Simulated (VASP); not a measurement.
Here is a VASP 6.6.1 calculation.

The input POSCAR:

```
Cd2P
1.0
    3.3775580230     -0.8459103890      0.1221669055
   -0.5594713000      5.3349398732     -0.4720996172
    1.5684530534     -0.1773818789      5.8798797984
P Cd
2 4
Direct
    0.6181299143      0.2084466274      0.9850396337
    0.3818700857      0.7915533726      0.0149603663
    0.2725443652      0.1805382322      0.6332589531
    0.7274556348      0.8194617678      0.3667410469
    0.0452386954      0.3628871853      0.2856121710
    0.9547613046      0.6371128147      0.7143878290
```

Contents of INCAR.step1:

```
PREC = Accurate
ENCUT = 600
ISMEAR = -1
SIGMA = 0.1
LREAL = False
LASPH = True
NELM = 120
NBANDS = 54
GGA = PE
ALGO = Normal
EDIFF = 1E-5
LWAVE = True
LCHARG = False
GGA_COMPAT = False
```

File INCAR.step2:

```
PREC = Accurate
ENCUT = 600
EDIFF = 1E-6
ISMEAR = -1
SIGMA = 0.1
LREAL = False
LASPH = True
NELM = 120
ALGO = Normal
ISIF = 2
LWAVE = False
LCHARG = False
METAGGA = R2SCAN
LMIXTAU = True
NBANDS = 54
ISTART = 1
GGA_COMPAT = False
```

File KPOINTS:

```
Automatic mesh
0
Gamma
  5 3 3
  0.5 0 0.5
```

Potentials or basis: VASP PAW PBE potentials, release 64 (P, Cd_sv_GW).

Run with:

```console
$ cat potpaw_PBE.64/P/POTCAR potpaw_PBE.64/Cd_sv_GW/POTCAR > POTCAR
$ cp INCAR.step1 INCAR
$ mpirun -np 1 vasp_std > vasp.out
$ cp INCAR.step2 INCAR
$ mpirun -np 1 vasp_std > vasp.out
```

(1) Predict the band gap on the k mesh.

(2) Predict the largest force.

(3) Estimate the pressure.

Results:

(1) zero (bands 45 and 46 overlap by 2.24 eV).

(2) 0.095 eV/Å.

(3) 19.2 GPa.

Caveat: the k points lie up to 0.41 Å⁻¹ apart, too coarse for converged energies and pressures of a metal; the PAW data sets were made with another functional, which shifts forces and pressure a little.
